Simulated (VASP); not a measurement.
A run of VASP 6.6.1:

The input INCAR:

```
SYSTEM = TaRu
  PREC = Accurate
  ENCUT = 520
  EDIFF = 1E-6
  ISMEAR = 0
  SIGMA = 0.15
  LREAL = .False.
  LASPH = .True.
  NELM = 100
  ALGO = Normal
  ISIF = 2
  LWAVE = .False.
  LCHARG = .False.
  GGA = PS
  NBANDS = 20
```

KPOINTS

```
Automatic mesh
0
Gamma
  16 16 16
  0 0 0
```

The input POSCAR:

```
TaRu
1.0
    3.1870000000      0.0000000000      0.0597562500
    0.0000000000      3.1870000000      0.0000000000
    0.0597562500      0.0000000000      3.1870000000
Ta Ru
1 1
Direct
    0.5000000000      0.5000000000      0.5000000000
    0.0000000000      0.0000000000      0.0000000000
```

Potentials or basis: VASP PAW PBE potentials, release 64 (Ta_pv, Ru_pv).

Command:

```sh
$ cat potpaw_PBE.64/Ta_pv/POTCAR potpaw_PBE.64/Ru_pv/POTCAR > POTCAR
$ mpirun -np 1 vasp_std > vasp.out
```

Hardware: 1 thread of Intel(R) Xeon(R) Platinum 8259CL CPU @ 2.50GHz (Skylake/Cascade Lake), on a shared host.

Q: How long does it take, and how much memory?

A: It took 2.7 min on 1 thread of Intel(R) Xeon(R) Platinum 8259CL CPU @ 2.50GHz (Skylake/Cascade Lake), on a shared host, peak memory 0.49 GiB. Counts: scf iterations 13, k points 657.
